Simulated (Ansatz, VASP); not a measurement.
# Two plane-wave programs on Hg

```xyz
1
Lattice="-2.9542 2.9542 2.9542 2.9542 -2.9542 2.9542 2.9542 2.9542 -2.9542" Properties=species:S:1:pos:R:3 pbc="T T T"
Hg    0.0000    0.0000    0.0000
```

Alike in both runs: functional RPBE; k mesh 12 × 12 × 12; occupations fermi-dirac, width 0.1 eV; no spin polarisation.

Ansatz relaxed the structure, and its values are those at the end. VASP's run is a single point on that final structure, the one shown.

```csv
,VASP,Ansatz
version,VASP 6.6.1,Ansatz 0.2.0
potentials or method,"VASP PAW PBE potentials, release 64 (Hg), cutoff 520 eV","plane waves (420 eV) with PAW, scalar-relativistic"
valence electrons in the cell,12,20
```

|  | VASP | Ansatz | Ansatz less VASP |
| --- | --- | --- | --- |
| gap on the k mesh at the Fermi level (eV) | 4.05 | 4.04 | -0.008 |
| pressure (GPa) | 0.0 | 0.0 | +0.03 |

VASP's potentials were made for PBE, not for RPBE. VASP's potentials hold 12 valence electrons a cell and Ansatz's 20, so a difference there can come from the potentials and not from the codes.

Neither program's run includes spin-orbit coupling.
